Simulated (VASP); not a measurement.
A run of VASP 6.6.1:

The input POSCAR:

```
Na
1.0
    3.3818079441      0.0000000000      0.0000000000
    0.0000000000      3.3818079441      0.0000000000
    0.0000000000      0.0000000000      3.3818079441
Na
1
Direct
    0.0000000000      0.0000000000      0.0000000000
```

Contents of INCAR.step1:

```
PREC = Accurate ; ENCUT = 520
ISMEAR = 0 ; SIGMA = 0.1
LREAL = F ; LASPH = T
NELM = 80 ; NBANDS = 10
GGA = PE ; ALGO = Normal
EDIFF = 1E-4 ; LWAVE = T
LCHARG = F
```

The input INCAR.step2:

```
PREC = Accurate ; ENCUT = 520
EDIFF = 1E-6 ; ISMEAR = 0
SIGMA = 0.1 ; LREAL = F
LASPH = T ; NELM = 80
ALGO = Normal ; ISIF = 2
LWAVE = F ; LCHARG = T
METAGGA = R2SCAN ; LMIXTAU = T
LELF = T ; LVHAR = T
NBANDS = 10 ; ISTART = 1
```

File KPOINTS:

```
regular mesh
0
Gamma
  6 6 6
```

Potentials or basis: VASP PAW PBE potentials, release 64 (Na_pv).

Command:

```bash
$ cat potpaw_PBE.64/Na_pv/POTCAR > POTCAR
$ cp INCAR.step1 INCAR
$ mpirun -np 1 vasp_std > vasp.out
$ cp INCAR.step2 INCAR
$ mpirun -np 1 vasp_std > vasp.out
```

Hardware: 1 thread of Oxide Virtual Turin-like Processor, with other jobs on the host.

Problem. Estimate the wall time of this run.

Solution. Run time: 45 s on 1 thread of Oxide Virtual Turin-like Processor (shared host), peak memory 0.12 GiB. Counts: k points 20.
